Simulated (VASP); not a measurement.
# AlCo (Pm-3m) in VASP: further runs

Runs on AlCo. Level: PBEsol. Tasks: elastic constants.

Program: VASP 6.6.1. These are calculated values, not measurements. Logs are shortened: lines on timing, memory, paths and dates and some standing lists are left out, and cuts for length are marked.

**1. The cell of the first run**

The structure is cubic, space group Pm-3m (No. 221). The conventional cell has a = 2.805 Å, b = 2.805 Å, c = 2.805 Å, α = 90.00°, β = 90.00°, γ = 90.00°. Al (site symmetry m-3m) has 8 Co at 2.43 Å and 6 Al at 2.80 Å within 3.2 Å. Co (site symmetry m-3m) has 8 Al at 2.43 Å and 6 Co at 2.80 Å within 3.2 Å.

**2. Elastic constants, PBEsol**

INCAR reads:

```
ALGO = Normal
EDIFF = 1E-8
ENCUT = 600
GGA = PS
IBRION = 6
ISIF = 3
ISMEAR = -1
LASPH = True
LCHARG = False
LREAL = False
LWAVE = False
NBANDS = 13
NELM = 80
NFREE = 2
NSW = 1
POTIM = 0.015
PREC = Accurate
SIGMA = 0.1
```

KPOINTS reads:

```
k-points
0
Gamma
  16 16 16
```

POSCAR reads:

```
AlCo
1.0
    2.8049319065      0.0000000000      0.0000000000
    0.0000000000      2.8049319065      0.0000000000
    0.0000000000      0.0000000000      2.8049319065
Al Co
1 1
Direct
    0.0000000000      0.0000000000      0.0000000000
    0.5000000000      0.5000000000      0.5000000000
```

Potentials or basis: VASP PAW PBE potentials, release 64 (Al, Co).

Launch:

```console
$ cat potpaw_PBE.64/Al/POTCAR potpaw_PBE.64/Co/POTCAR > POTCAR
$ mpirun -np 1 vasp_std > vasp.out
```

OUTCAR:

```text
EDIFF = 1E-8
   ENCUT = 600
   GGA = PS
   IBRION = 6
   ISIF = 3
   ISMEAR = -1
   LASPH = True
   LREAL = False
   NELM = 80
   NFREE = 2
   NSW = 1
   POTIM = 0.015
   PREC = Accurate

 ion  position               nearest neighbor table
   1  0.000  0.000  0.000-   2 2.43   2 2.43   2 2.43   2 2.43   2 2.43   2 2.43   2 2.43   2 2.43

   2  0.500  0.500  0.500-   1 2.43   1 2.43   1 2.43   1 2.43   1 2.43   1 2.43   1 2.43   1 2.43

  LATTYP: Found a simple cubic cell.
 ALAT       =     2.8049319065

  Lattice vectors:

 A1 = (   2.8049319065,   0.0000000000,   0.0000000000)
 A2 = (   0.0000000000,   2.8049319065,   0.0000000000)
 A3 = (   0.0000000000,   0.0000000000,   2.8049319065)

Analysis of symmetry for initial positions (statically):
=====================================================================
 Subroutine PRICEL returns:
 Original cell was already a primitive cell.

 Routine SETGRP: Setting up the symmetry group for a
 simple cubic supercell.

 Subroutine GETGRP returns: Found 48 space group operations
 (whereof 48 operations were pure point group operations)
 out of a pool of 48 trial point group operations.

The static configuration has the point symmetry O_h .

Analysis of symmetry for dynamics (positions and initial velocities):
=====================================================================
 Subroutine PRICEL returns:
 Original cell was already a primitive cell.

 Routine SETGRP: Setting up the symmetry group for a
 simple cubic supercell.

 Subroutine GETGRP returns: Found 48 space group operations
 (whereof 48 operations were pure point group operations)
 out of a pool of 48 trial point group operations.

The dynamic configuration has the point symmetry O_h .

 Subroutine INISYM returns: Found 48 space group operations
 (whereof 48 operations are pure point group operations),
 and found     1 'primitive' translations

----------------------------------------------------------------------------------------

                                     Primitive cell

  volume of cell :      22.0682

  direct lattice vectors                    reciprocal lattice vectors
     2.804931906  0.000000000  0.000000000     0.356514894  0.000000000  0.000000000
     0.000000000  2.804931906  0.000000000     0.000000000  0.356514894  0.000000000
     0.000000000  0.000000000  2.804931906     0.000000000  0.000000000  0.356514894

  length of vectors
     2.804931906  2.804931906  2.804931906     0.356514894  0.356514894  0.356514894

  position of ions in fractional coordinates (direct lattice)
     0.000000000  0.000000000  0.000000000
     0.500000000  0.500000000  0.500000000

  ion indices of the primitive-cell ions
   primitive index   ion index
                 1           1
                 2           2

----------------------------------------------------------------------------------------

 KPOINTS: k-points

Automatic generation of k-mesh.
 Grid dimensions read from file:
 generate k-points for:   16   16   16

 Generating k-lattice:

  Cartesian coordinates                     Fractional coordinates (reciprocal lattice)
     0.022282181  0.000000000  0.000000000     0.062500000  0.000000000  0.000000000
     0.000000000  0.022282181  0.000000000     0.000000000  0.062500000  0.000000000
[... 114 lines left out ...]
  -------------------------------------------------------------------------------------
  Total        0.5529355      0.5529355      0.5529355      0.0000000      0.0000000     -0.0000000
  in kB       40.1437665     40.1437665     40.1437665      0.0000000      0.0000000     -0.0000000
  external PRESSURE =      40.1437665 kB  Pullay stress =       0.0000000 kB
[... 89 lines left out ...]
  FREE ENERGIE OF THE ION-ELECTRON SYSTEM (eV)
  ---------------------------------------------------
  free  energy   TOTEN  =       -13.0758138345 eV

  energy  without entropy=      -13.0491586761  energy(sigma->0) =      -13.06248626

[... ionic steps 4 to 14 ...]

--------------------------------------- Ionic step       15  -------------------------------------------

 number of electron      11.9999998 magnetization

------------------------ aborting loop because EDIFF is reached ----------------------------------------
[... 67 lines left out ...]
--------------------------------------- Ionic step       17  -------------------------------------------

 number of electron      11.9999999 magnetization

 Free energy of the ion-electron system (eV)
  ---------------------------------------------------
  ext. energy  EPLUGINS =         0.00000000
  ---------------------------------------------------
  free energy    TOTEN  =       -13.08850878 eV

  energy without entropy =      -13.06128070  energy(sigma->0) =      -13.07489474

 E-fermi :  11.0525     XC(G=0): -12.6205

 val. band max:       11.0470966680   @ k =   0.4375   0.3750   0.3750
 cond. band min:      11.0574946655   @ k =   0.0625   0.5000   0.3750
 fundamental gap:      0.0103979975
 Fermi energy:        11.0525277719

 k-point     1 :       0.0000    0.0000    0.0000
  band No.  band energies     occupation
      1      -0.2966      2.00000
      2       7.8943      2.00000
      3       7.8946      2.00000
      4      10.2244      1.99949
      5      10.2247      1.99949
      6      10.2247      1.99949
      7      17.3069      0.00000
      8      17.3070      0.00000
      9      17.3070      0.00000
     10      20.0520      0.00000
     11      20.0524      0.00000
     12      27.1817      0.00000
     13      33.2849      0.00000
[... 354 lines left out ...]
  band No.  band energies     occupation
      1       4.3322      2.00000
      2       4.5231      2.00000
      3       8.6004      2.00000
      4       9.1769      2.00000
      5       9.3204      2.00000
      6      10.2077      1.99957
      7      11.2778      0.19030
      8      18.6541      0.00000
      9      19.9190      0.00000
     10      22.4531      0.00000
     11      23.2866      0.00000
     12      23.3857      0.00000
     13      27.9647      0.00000

 [... further k-points ...]

------------------------ aborting loop because EDIFF is reached ----------------------------------------

  FORCE on cell =-STRESS in cart. coord.  units (eV):
  Direction    XX          YY          ZZ          XY          YZ          ZX
  --------------------------------------------------------------------------------------
  -------------------------------------------------------------------------------------
  Total        0.5539247      0.5562012      0.5562012      0.0000000      0.0000000      0.0000000
  in kB       40.2155804     40.3808604     40.3808604      0.0000000      0.0000000      0.0000000
  external PRESSURE =      40.3257671 kB  Pullay stress =       0.0000000 kB
[... 17 lines left out ...]
  FREE ENERGIE OF THE ION-ELECTRON SYSTEM (eV)
  ---------------------------------------------------
  free  energy   TOTEN  =       -13.0885087797 eV

  energy  without entropy=      -13.0612806960  energy(sigma->0) =      -13.07489474

 INTERNAL STRAIN TENSORS FROM STRAINED CELLS
 ============================================

 INTERNAL STRAIN TENSOR FOR ION    1 for displacements in x,y,z  (eV/Angst):
          X           Y           Z          XY          YZ          ZX
  --------------------------------------------------------------------------------
  x     0.00000     0.00000     0.00000     0.00000     0.00000    -0.00000
  y     0.00000     0.00000     0.00000     0.00000     0.00000     0.00000
  z     0.00000     0.00000     0.00000     0.00000     0.00000     0.00000

 INTERNAL STRAIN TENSORS FROM DISPLACED ATOMS
 ============================================

 INTERNAL STRAIN TENSOR FOR ION    1 for displacements in x,y,z  (eV/Angst):
          X           Y           Z          XY          YZ          ZX
  --------------------------------------------------------------------------------
  x     0.00000     0.00000     0.00000     0.00000     0.00000     0.00000
  y     0.00000     0.00000     0.00000     0.00000     0.00000     0.00000
  z     0.00000     0.00000     0.00000     0.00000     0.00000     0.00000

 INTERNAL STRAIN TENSOR FOR ION    2 for displacements in x,y,z  (eV/Angst):
          X           Y           Z          XY          YZ          ZX
  --------------------------------------------------------------------------------
  x     0.00000     0.00000     0.00000     0.00000     0.00000     0.00000
  y     0.00000     0.00000     0.00000     0.00000     0.00000     0.00000
  z     0.00000     0.00000     0.00000     0.00000     0.00000     0.00000

 Eigenvectors and eigenvalues of the dynamical matrix
 ----------------------------------------------------

   1 f  =   10.572360 THz    66.428097 2PiTHz  352.655972 cm-1    43.723748 meV
             X         Y         Z           dx          dy          dz
      0.000000  0.000000  0.000000     0.000000    0.828202   -0.000000
      1.402466  1.402466  1.402466     0.000000   -0.560430    0.000000
[... 21 lines left out ...]
   6 f/i=    0.000395 THz     0.002480 2PiTHz    0.013169 cm-1     0.001633 meV
             X         Y         Z           dx          dy          dz
      0.000000  0.000000  0.000000     0.109146    0.336718   -0.434499
      1.402466  1.402466  1.402466     0.161297    0.497601   -0.642103

--------------------------------------------------------------------------------------------------------

 ELASTIC MODULI CONTR FROM IONIC RELAXATION (kBar)
 Direction    XX          YY          ZZ          XY          YZ          ZX
 --------------------------------------------------------------------------------
 XX           0.0000      0.0000      0.0000      0.0000      0.0000      0.0000
 YY           0.0000      0.0000      0.0000      0.0000      0.0000      0.0000
 ZZ           0.0000      0.0000      0.0000      0.0000      0.0000      0.0000
 XY           0.0000      0.0000      0.0000      0.0000      0.0000      0.0000
 YZ           0.0000      0.0000      0.0000      0.0000      0.0000      0.0000
 ZX           0.0000      0.0000      0.0000      0.0000      0.0000      0.0000
 --------------------------------------------------------------------------------

 TOTAL ELASTIC MODULI (kBar)
 Direction    XX          YY          ZZ          XY          YZ          ZX
 --------------------------------------------------------------------------------
 XX        3249.2050   1464.5801   1464.5801      0.0000      0.0000      0.0000
 YY        1464.5801   3249.2050   1464.5801      0.0000      0.0000      0.0000
 ZZ        1464.5801   1464.5801   3249.2050      0.0000      0.0000     -0.0000
 XY           0.0000      0.0000      0.0000   1611.0947      0.0000      0.0000
 YZ           0.0000      0.0000      0.0000      0.0000   1611.0947      0.0000
 ZX           0.0000      0.0000     -0.0000      0.0000      0.0000   1611.0947
 --------------------------------------------------------------------------------
```

It took 59 min on 1 thread of AMD EPYC 7R43 (Zen 3), shared host; peak memory 0.71 GiB.

What came out:

| Item | Value |
| --- | --- |
| Elastic constants C11, C12, C44 | 325, 146, 161 GPa |
| Voigt bulk modulus | 206 GPa |
| Highest phonon frequency at Γ | 353 cm⁻¹ |

Phonon frequencies in cm⁻¹ (negative: imaginary):
```csv
q point,frequencies
"(0.000, 0.000, 0.000)",0 0 0 353 353 353
```

Elastic tensor in Voigt notation (GPa, in the Cartesian axes of the cell as first typed):
```
325 146 146   0   0   0
146 325 146   0   0   0
146 146 325   0   0   0
  0   0   0 161   0   0
  0   0   0   0 161   0
  0   0   0   0   0 161
```

Clamped-ion elastic tensor (GPa):
```
325 146 146   0   0   0
146 325 146   0   0   0
146 146 325   0   0   0
  0   0   0 161   0   0
  0   0   0   0 161   0
  0   0   0   0   0 161
```

Caveat: the cell is under stress, which shifts elastic constants; the PAW data sets were made with another functional, which shifts forces and pressure a little; the run has no spin polarisation, though such a crystal can be magnetic. Spin polarisation is off, so any magnetic state and its effect on volume and gap are missing.

**3. Elastic constants, PBEsol**

This run uses another cell than the first one, of 11.14 Å³/atom.

INCAR reads:

```
PREC = Accurate
ENCUT = 600
EDIFF = 1E-8
ISMEAR = -1
SIGMA = 0.1
LREAL = False
LASPH = True
NELM = 100
ALGO = Normal
ISIF = 3
LWAVE = False
LCHARG = True
GGA = PS
IBRION = 6
NFREE = 2
POTIM = 0.015
NSW = 1
```

KPOINTS reads:

```
regular mesh
0
Gamma
  16 16 16
```

POSCAR reads:

```
AlCo
1.0
    2.8139339335      0.0000000000      0.0000000000
    0.0000000000      2.8139339335      0.0000000000
    0.0000000000      0.0000000000      2.8139339335
Al Co
1 1
Direct
    0.0000000000      0.0000000000      0.0000000000
    0.5000000000      0.5000000000      0.5000000000
```

Potentials or basis: VASP PAW PBE potentials, release 64 (Al, Co).

Launch:

```console
$ cat potpaw_PBE.64/Al/POTCAR potpaw_PBE.64/Co/POTCAR > POTCAR
$ mpirun -np 1 vasp_std > vasp.out
```

OUTCAR:

```text
PREC = Accurate
   ENCUT = 600
   EDIFF = 1E-8
   ISMEAR = -1
   LREAL = False
   LASPH = True
   NELM = 100
   ISIF = 3
   GGA = PS
   IBRION = 6
   NFREE = 2
   POTIM = 0.015
   NSW = 1

 ion  position               nearest neighbor table
   1  0.000  0.000  0.000-   2 2.44   2 2.44   2 2.44   2 2.44   2 2.44   2 2.44   2 2.44   2 2.44

[... 763 lines left out ...]
      0.000000  0.000000  0.000000     0.000000   -0.828220   -0.000000
      1.406967  1.406967  1.406967    -0.000000    0.560403    0.000000
[... 21 lines left out ...]
   6 f/i=    0.000058 THz     0.000364 2PiTHz    0.001930 cm-1     0.000239 meV
             X         Y         Z           dx          dy          dz
      0.000000  0.000000  0.000000    -0.557990   -0.012430    0.050447
      1.406967  1.406967  1.406967    -0.824653   -0.018370    0.074556

--------------------------------------------------------------------------------------------------------

 ELASTIC MODULI CONTR FROM IONIC RELAXATION (kBar)
 Direction    XX          YY          ZZ          XY          YZ          ZX
 --------------------------------------------------------------------------------
 XX           0.0000      0.0000      0.0000      0.0000      0.0000      0.0000
 YY           0.0000      0.0000      0.0000      0.0000      0.0000      0.0000
 ZZ           0.0000      0.0000      0.0000      0.0000      0.0000      0.0000
 XY           0.0000      0.0000      0.0000      0.0000      0.0000      0.0000
 YZ           0.0000      0.0000      0.0000      0.0000      0.0000      0.0000
 ZX           0.0000      0.0000      0.0000      0.0000      0.0000      0.0000
 --------------------------------------------------------------------------------

 TOTAL ELASTIC MODULI (kBar)
 Direction    XX          YY          ZZ          XY          YZ          ZX
 --------------------------------------------------------------------------------
 XX        3146.3409   1420.4149   1420.4149      0.0000      0.0000      0.0000
 YY        1420.4149   3146.3409   1420.4149      0.0000      0.0000      0.0000
 ZZ        1420.4149   1420.4149   3146.3409      0.0000      0.0000      0.0000
 XY           0.0000      0.0000      0.0000   1564.7455      0.0000      0.0000
 YZ           0.0000      0.0000      0.0000      0.0000   1564.7455      0.0000
 ZX           0.0000      0.0000      0.0000      0.0000      0.0000   1564.7455
 --------------------------------------------------------------------------------
```

OSZICAR:

```text
N       E                     dE             d eps       ncg     rms          rms(c)
DAV:   1     0.377438789361E+02    0.37744E+02   -0.59653E+03  3316   0.142E+03
DAV:   2    -0.135429139841E+02   -0.51287E+02   -0.48635E+02  3320   0.202E+02
[... 195 lines left out ...]
DAV:   1    -0.130915623696E+02    0.10531E-02   -0.23968E+00  8426   0.127E+01    0.241E-01
DAV:   2    -0.130932373753E+02   -0.16750E-02   -0.23073E-02  9984   0.215E+00    0.197E-01
DAV:   3    -0.130929146964E+02    0.32268E-03   -0.31347E-03  9406   0.809E-01    0.137E-01
DAV:   4    -0.130926379495E+02    0.27675E-03   -0.51241E-04  9062   0.210E-01    0.412E-02
DAV:   5    -0.130926156180E+02    0.22331E-04   -0.13584E-04  9504   0.176E-01    0.708E-03
DAV:   6    -0.130926154612E+02    0.15680E-06   -0.31889E-06  9656   0.200E-02    0.164E-03
DAV:   7    -0.130926154663E+02   -0.50916E-08   -0.94696E-08 10416   0.408E-03
  17 F= -.13092615E+02 E0= -.13078753E+02  d E =-.277257E-01
```

Wall time 31 min (1 thread of AMD EPYC 7R43 (Zen 3), shared host); peak memory 0.63 GiB.

Results:

```yaml
Elastic_constants_C11_C12_C44: 315, 142, 156 GPa
Voigt_bulk_modulus: 200 GPa
Highest_phonon_frequency_at_Γ: 347 cm⁻¹
```

Phonon frequencies in cm⁻¹ (negative: imaginary):
| q point | frequencies |
| --- | --- |
| (0.000, 0.000, 0.000) | 0 0 0 347 347 347 |

Elastic tensor in Voigt notation (GPa, in the Cartesian axes of the cell as first typed):
```
315 142 142   0   0   0
142 315 142   0   0   0
142 142 315   0   0   0
  0   0   0 156   0   0
  0   0   0   0 156   0
  0   0   0   0   0 156
```

Clamped-ion elastic tensor (GPa):
```
315 142 142   0   0   0
142 315 142   0   0   0
142 142 315   0   0   0
  0   0   0 156   0   0
  0   0   0   0 156   0
  0   0   0   0   0 156
```

Caveat: the cell is under stress, which shifts elastic constants; the PAW data sets were made with another functional, which shifts forces and pressure a little; the run has no spin polarisation, though such a crystal can be magnetic. Spin polarisation is off, so any magnetic state and its effect on volume and gap are missing.
